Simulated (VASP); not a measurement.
The system is B3Sb2P.

```xyz
6
Lattice="5.2926 0.0000 0.0000 0.0000 5.2926 0.0000 0.0000 0.0000 4.6751" Properties=species:S:1:pos:R:3 pbc="T T T"
B     2.6463    2.6463    0.0000
B     2.6463    2.6463    3.1129
B     2.6463    2.6463    1.5622
Sb    0.0000    2.6463    2.3375
Sb    2.6463    0.0000    2.3375
P     0.0000    0.0000    2.3375
```

| Quantity | Value |
| --- | --- |
| Program | VASP 6.6.1 |
| Task | relaxation of cell and atoms |
| Functional | PBE |
| Potentials or basis | VASP PAW PBE potentials, release 64 (B, Sb, P) |
| Cutoff | 600 eV |
| k mesh | 8 × 8 × 8 |
| Occupations | gaussian, width 0.1 eV |
| Spin | no spin polarisation |

At the start: pressure -0.7 GPa; volume 21.83 Å³/atom.

Question: How do energy, volume and symmetry change on relaxing?

Answer: Over 8 steps the energy falls by 3.0 meV/atom and the volume is 21.48 Å³/atom (-1.6 %); space group P4/mmm (No. 123, to 0.05 Å).

The path:
| step | energy change (eV) | largest force (eV/Å) | pressure (GPa) | volume (Å³) |
| --- | --- | --- | --- | --- |
| 1 | 0.0000 | 0.5600 | -0.72 | 130.95 |
| 2 | 0.0062 | 1.2870 | -0.12 | 129.10 |
| 3 | -0.0121 | 0.3053 | -0.50 | 130.14 |
| 4 | -0.0172 | 0.1041 | 0.10 | 128.43 |
| 5 | -0.0182 | 0.0113 | -0.08 | 128.92 |
| 6 | -0.0182 | 0.0177 | -0.08 | 128.95 |
| 7 | -0.0183 | 0.0230 | 0.01 | 128.81 |
| 8 | -0.0183 | 0.0093 | -0.02 | 128.85 |

Final structure:
```cif
data_structure
_symmetry_space_group_name_H-M 'P 1'
_symmetry_Int_Tables_number 1
_cell_length_a 5.2390
_cell_length_b 5.2390
_cell_length_c 4.6947
_cell_angle_alpha 90.000
_cell_angle_beta 90.000
_cell_angle_gamma 90.000
_cell_volume 128.85
loop_
_atom_site_label
_atom_site_type_symbol
_atom_site_fract_x
_atom_site_fract_y
_atom_site_fract_z
_atom_site_occupancy
B1 B 0.50000 0.50000 0.00000 1
B2 B 0.50000 0.50000 0.66762 1
B3 B 0.50000 0.50000 0.33238 1
Sb1 Sb 0.00000 0.50000 0.50000 1
Sb2 Sb 0.50000 0.00000 0.50000 1
P1 P 0.00000 0.00000 0.50000 1
```
